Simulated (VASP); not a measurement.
A run of VASP 6.6.1 is set up as follows.

Contents of POSCAR:

```
LiH
1.0
    2.5016587116      0.0000000000      0.0000000000
    0.0000000000      2.5016587116      0.0000000000
    0.0000000000      0.0000000000      2.5016587116
Li H
1 1
Direct
    0.0000000000      0.0000000000      0.0000000000
    0.5000000000      0.5000000000      0.5000000000
```

Contents of INCAR.step1:

```
ALGO = Normal
EDIFF = 1E-5
ENCUT = 520
GGA = PE
ISIF = 2
ISMEAR = 0
LASPH = True
LREAL = False
LWAVE = True
NBANDS = 9
NELM = 100
PREC = Accurate
SIGMA = 0.01
```

INCAR.step2

```
ALGO = Normal
EDIFF = 1E-7
ENCUT = 520
GGA = PE
HFSCREEN = 0.2079
ISIF = 2
ISMEAR = 0
ISTART = 1
LASPH = True
LCHARG = True
LELF = True
LHFCALC = True
LREAL = False
LVHAR = True
LWAVE = False
NBANDS = 9
NELM = 100
PREC = Accurate
PRECFOCK = Normal
SIGMA = 0.01
```

The input KPOINTS:

```
k-points
0
Gamma
  6 6 6
```

Potentials or basis: VASP PAW PBE potentials, release 64 (Li_sv, H).

Command:

```console
$ cat potpaw_PBE.64/Li_sv/POTCAR potpaw_PBE.64/H/POTCAR > POTCAR
$ cp INCAR.step1 INCAR
$ mpirun -np 1 vasp_std > vasp.out
$ cp INCAR.step2 INCAR
$ mpirun -np 1 vasp_std > vasp.out
```

Question: Estimate the band gap on the k mesh.

Answer: 1.43 eV, indirect (least direct gap 5.27 eV).

 A k mesh can miss the band edges.
